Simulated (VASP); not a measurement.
Write the native input for VASP 6.6.1 that does the following.

* Task: single point
* Functional: PBE
* Potentials or basis: VASP PAW PBE potentials, release 64 (Ba_sv)
* Cutoff: 520 eV
* k mesh: 14 × 14 × 14
* Occupations: fermi-dirac, width 0.1 eV
* Spin: no spin polarisation
* Dipole correction: no
* Further INCAR settings: ALGO = Normal; EDIFF = 1e-06; NBANDS = 11

The structure of Ba lies in POSCAR:

```
Ba
1.0
    0.0000000000      3.2601532083      3.2601532083
    3.2601532083      0.0000000000      3.2601532083
    3.2601532083      3.2601532083      0.0000000000
Ba
1
Direct
    0.0000000000      0.0000000000      0.0000000000
```

This isn't the form of Ba at room conditions, which is bcc.

These files were run (other wordings do the same):

INCAR

```
SYSTEM = Ba
  PREC = Accurate
  ENCUT = 520
  EDIFF = 1E-6
  ISMEAR = -1
  SIGMA = 0.1
  LREAL = .FALSE.
  LASPH = .TRUE.
  NELM = 60
  ALGO = Normal
  ISIF = 2
  LWAVE = .FALSE.
  LCHARG = .TRUE.
  GGA = PE
  LELF = .TRUE.
  LVHAR = .TRUE.
  NBANDS = 11
```

KPOINTS

```
regular mesh
0
G
  14 14 14
  0 0 0
```

Potentials or basis: VASP PAW PBE potentials, release 64 (Ba_sv).

Run with:

```console
$ cat potpaw_PBE.64/Ba_sv/POTCAR > POTCAR
$ mpirun -np 1 vasp_std > vasp.out
```

It gave:

The pressure is -0.5 GPa and the band gap on the k mesh is zero (bands 5 and 6 overlap by 0.14 eV).

Caveat: spin-orbit coupling is left out, which moves the levels of the heavy elements.

Wall time 62 s on 1 thread of Intel Xeon 8259CL, on a shared host, peak memory 0.25 GiB.
